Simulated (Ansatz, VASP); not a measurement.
**One calculation of AlBAs2, two programs**

File INCAR:

```
ALGO = Normal
EDIFF = 1E-6
ENCUT = 520
GGA = PE
ISIF = 2
ISMEAR = -1
LASPH = True
LCHARG = False
LREAL = False
LWAVE = False
NBANDS = 16
NELM = 100
PREC = Accurate
SIGMA = 0.02
```

Contents of KPOINTS:

```
k-points
0
Gamma
  8 8 6
```

File POSCAR:

```
AlBAs2
1.0
    3.5594770690      0.0000000000      0.0000000000
    0.0000000000      3.5594770690      0.0000000000
    0.0000000000      0.0000000000      5.2630441491
B As Al
1 2 1
Direct
    0.0000000000      0.0000000000      0.0000000000
    0.0000000000      0.5000000000      0.2115147778
    0.5000000000      0.0000000000      0.7884852222
    0.5000000000      0.5000000000      0.5000000000
```

Input for Ansatz:

```yaml
crystal:
  lattice:
    - [3.559477069, 0.0, 0.0]
    - [0.0, 3.559477069, 0.0]
    - [0.0, 0.0, 5.2630441491]
  atoms:
    - { symbol: B, position: [0.0, 0.0, 0.0] }
    - { symbol: As, position: [0.0, 0.5, 0.2115147778] }
    - { symbol: Al, position: [0.5, 0.5, 0.5] }
    - { symbol: As, position: [0.5, 0.0, 0.7884852222] }
kpoints:
  mp_grid: { grid: [8, 8, 6] }
  band_path:
    path:
      - [0.0, 0.0, 0.0]
      - [0.0, 0.5, 0.0]
      - [0.5, 0.5, 0.0]
      - [0.0, 0.0, 0.5]
      - [0.0, 0.5, 0.5]
      - [0.5, 0.5, 0.5]
    npoints: 1
hamiltonian:
  xc: pbe
scf:
  occupations: { method: fermi_dirac, width: 0.02 }
  n_extra_bands: 5
output:
  forces: true
  stress: true
  eigenvalues: true
```

Change from the starting cell: hydrostatic strain -2.8%.

Alike in both runs: task single point; functional PBE; k mesh 8 × 8 × 6; occupations fermi-dirac, width 0.02 eV; no spin polarisation.

|  | VASP | Ansatz |
| --- | --- | --- |
| version | VASP 6.6.1 | Ansatz 0.2.0 |
| potentials or method | VASP PAW PBE potentials, release 64 (B, As, Al) | plane waves, PAW |
| plane-wave cutoff (eV) | 520 | 420 |
| valence electrons in the cell | 16 | 36 |

```csv
,VASP,Ansatz,Ansatz less VASP
pressure (GPa),12.0,11.5,-0.45
rms of the force components (eV/Å),0.060,0.066,+0.0063
```

VASP's potentials hold 16 valence electrons a cell and Ansatz's 36, so a difference there can come from the potentials and not from the codes.
